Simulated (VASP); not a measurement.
Set up this calculation in VASP 6.6.1, as the native input.

| Item | Value |
| --- | --- |
| Task | single point |
| Functional | PBE |
| Potentials or basis | VASP PAW PBE potentials, release 64 (Mn_pv, F) |
| Cutoff | 520 eV |
| k mesh | 6 × 6 × 8 |
| Occupations | fermi-dirac, width 0.05 eV |
| Spin | collinear spin, ferromagnetic start |
| Starting moments | [4.5, 4.5, 0.0, 0.0, 0.0, 0.0] μB |
| Hubbard terms | Mn d U = 4.0 eV |
| Dipole correction | no |
| Further INCAR settings | ALGO = Normal; EDIFF = 1e-06; NBANDS = 40 |

The structure of MnF2 lies in POSCAR:

```
MnF2
1.0
    4.8738000000      0.0000000000      0.0000000000
    0.0000000000      4.8738000000      0.0000000000
    0.0000000000      0.0000000000      3.3107000000
Mn F
2 4
Direct
    0.0000000000      0.0000000000      0.0000000000
    0.5000000000      0.5000000000      0.5000000000
    0.3053000000      0.3053000000      0.0000000000
    0.1947000000      0.8053000000      0.5000000000
    0.6947000000      0.6947000000      0.0000000000
    0.8053000000      0.1947000000      0.5000000000
```

These files were run (other wordings do the same):

INCAR

```
  ALGO = Normal
  EDIFF = 1E-6
  ENCUT = 520
  GGA = PE
  ISIF = 2
  ISMEAR = -1
  ISPIN = 2
  LASPH = T
  LCHARG = F
  LDAU = T
  LDAUJ = 0 0
  LDAUL = 2 -1
  LDAUPRINT = 1
  LDAUTYPE = 2
  LDAUU = 4 0
  LMAXMIX = 4
  LORBIT = 11
  LREAL = F
  LWAVE = F
  MAGMOM = 4.5 4.5 0 0 0 0
  NBANDS = 40
  NELM = 150
  PREC = Accurate
  SIGMA = 0.05
```

KPOINTS

```
k-points
0
Gamma
  6 6 8
```

Potentials or basis: VASP PAW PBE potentials, release 64 (Mn_pv, F).

Run with:

```bash
$ cat potpaw_PBE.64/Mn_pv/POTCAR potpaw_PBE.64/F/POTCAR > POTCAR
$ mpirun -np 1 vasp_std > vasp.out
```

It gave:

The pressure is 4.9 GPa. The largest force is 0.053 eV/Å. The band gap on the k mesh is 2.45 eV. The net moment is 10.00 μB per cell, the site moments are Mn +4.69; F +0.06 μB and the valence electrons inside the program's atomic spheres are Mn 11.26; F 6.11.

Caveat: the cell stands under pressure; the run started ferromagnetic, and an antiferromagnetic order may lie lower in energy.

It took 5.5 min on 1 thread of Intel(R) Xeon(R) Platinum 8259CL CPU @ 2.50GHz (Skylake/Cascade Lake), on a shared host, peak memory 0.36 GiB.
